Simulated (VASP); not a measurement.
**HfO2: single point with PBE**

The system is HfO2, a wire with vacuum.

```
CELL_PARAMETERS angstrom
12.60000 0.00000 0.00000
0.00000 13.10000 0.00000
0.00000 0.00000 3.60456
ATOMIC_POSITIONS crystal
Hf 0.64304 0.54864 0.00000
Hf 0.50000 0.35408 0.50000
Hf 0.35696 0.54864 0.00000
O 0.64304 0.64592 0.50000
O 0.64304 0.45136 0.50000
O 0.35696 0.45136 0.50000
O 0.50000 0.45136 0.00000
O 0.50000 0.64592 0.00000
O 0.35696 0.64592 0.50000
```

```yaml
Program: VASP 6.6.1
Task: single point
Functional: PBE
Potentials_or_basis: VASP PAW PBE potentials, release 64 (Hf_pv, O)
Cutoff: 520 eV
k_mesh: 1 × 1 × 9
Occupations: gaussian, width 0.05 eV
Spin: no spin polarisation
```

```json
{
  "Largest force": "6.721 eV/Å",
  "Band gap on the k mesh": "zero (bands 33 and 34 overlap by 0.41 eV)"
}
```

Forces in eV/Å, atoms in the order of the input:
```
Hf  -4.529  4.634  0.000
Hf   0.000  6.721  0.000
Hf   4.529  4.634  0.000
O    1.932 -2.350  0.000
O   -0.813 -2.650  0.000
O    0.813 -2.650  0.000
O    0.000 -2.876  0.000
O    0.000 -3.113  0.000
O   -1.932 -2.350  0.000
```

Levels at points of the mesh, in eV from the Fermi level:
| k point | band 31 | band 32 | band 33 | band 34 | band 35 | band 36 |
| --- | --- | --- | --- | --- | --- | --- |
| (0.00, 0.00, 0.00) | -0.79 | -0.43 | -0.41 | -0.28 | 1.43 | 1.45 |

It took 9.9 min on 1 thread of Intel(R) Xeon(R) Platinum 8488C (Sapphire Rapids) (shared host), peak memory 0.61 GiB.

Caveat: spin-orbit coupling is left out, which moves the levels of the heavy elements.
